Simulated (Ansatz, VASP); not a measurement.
# TiAl: VASP beside Ansatz

```
CELL_PARAMETERS angstrom
3.01800 0.00000 0.00000
0.00000 3.01800 0.00000
0.00000 0.00000 3.01800
ATOMIC_POSITIONS crystal
Ti 0.50000 0.50000 0.50000
Al 0.00000 0.00000 0.00000
```

Alike in both runs: task single point; functional PBE; k mesh 6 × 6 × 6; occupations gaussian, width 0.1 eV; no spin polarisation.

```csv
,VASP,Ansatz
version,VASP 6.6.1,Ansatz 0.2.0
potentials or method,"VASP PAW PBE potentials, release 64 (Ti_sv, Al), cutoff 520 eV","scalar-relativistic, plane waves, PAW"
valence electrons in the cell,15,15
```

VASP gave:

| Item | Value |
| --- | --- |
| gap on the k mesh at the Fermi level (eV) | none |
| pressure (GPa) | 24.8 |

**Question.** Estimate Ansatz's values.

**Answer.** gap on the k mesh at the Fermi level (eV): none; pressure (GPa): 24.9.

A gap of «none» marks a metal or a gap that the smearing closes.
